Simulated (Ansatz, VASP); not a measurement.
## Two plane-wave programs on AlCo

```xyz
2
Lattice="2.7322 0.0000 0.0000 -1.3661 2.3662 0.0000 0.0000 0.0000 3.8154" Properties=species:S:1:pos:R:3 pbc="T T T"
Al    0.0000    0.0000    1.9077
Co    1.3661    0.7887    0.0000
```

Change from the starting cell: species swapped into the LiPt type (P-6m2, No. 187).

Alike in both runs: functional PBE; k mesh 6 × 6 × 4; occupations gaussian, width 0.1 eV; collinear spin.

Ansatz relaxed the structure, and its values are those at the end. VASP's run is a single point on that final structure, the one shown.

|  | VASP | Ansatz |
| --- | --- | --- |
| version | VASP 6.6.1 | Ansatz 0.2.0 |
| potentials or method | VASP PAW PBE potentials, release 64 (Al, Co_sv), cutoff 690 eV | scalar-relativistic, plane waves, PAW |
| valence electrons in the cell | 20 | 20 |

```csv
,VASP,Ansatz,Ansatz less VASP
gap on the k mesh at the Fermi level (eV),none,none,-
pressure (GPa),-0.6,0.0,+0.58
net moment per atom (μB),0.39,0.39,0.000
size of the moment on the site where the two differ most (μB),0.82,0.83,+0.011
```

Site moments also hang on the region over which each program counts them. A gap of «none» marks a metal or a gap that the smearing closes. With one functional, cell and mesh, what is left measures potentials, basis and numerics.

The k mesh is coarse, so the values compare programs but aren't converged.
